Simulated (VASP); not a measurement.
## Be: single point with LDA

Crystal: Be.

```
Be
1.0
     0.00000    1.45283    1.45283
     1.45283    0.00000    1.45283
     1.45283    1.45283    0.00000
Be
1
Direct
  0.00000 0.00000 0.00000
```

```yaml
Program: VASP 6.6.1
Task: single point
Functional: LDA
Potentials_or_basis: VASP PAW LDA potentials, release 64 (Be)
Cutoff: 520 eV
k_mesh: 22 × 22 × 22
Occupations: fermi-dirac, width 0.1 eV
Spin: no spin polarisation
Dipole_correction: no
Further_INCAR_settings: ALGO = Normal; EDIFF = 1e-06; NBANDS = 7
```

```
Pressure               : 37.8 GPa
Band gap on the k mesh : zero (band 1 reaches 9.99 eV, above the bottom of band 2 at 9.15 eV)
```

Levels at points of the mesh, in eV from the Fermi level:
```csv
k point,band 1,band 2,band 3,band 4
"(0.00, 0.00, 0.00)",-13.26,23.23,23.23,23.23
"(0.50, 0.00, 0.00)",-6.53,0.91,19.68,19.68
"(0.50, 0.50, 0.00)",-3.37,4.92,11.22,11.22
```

It took 9.2 s on 1 thread of AMD EPYC 9R45 (Zen 5), on a shared host, peak memory 0.08 GiB.
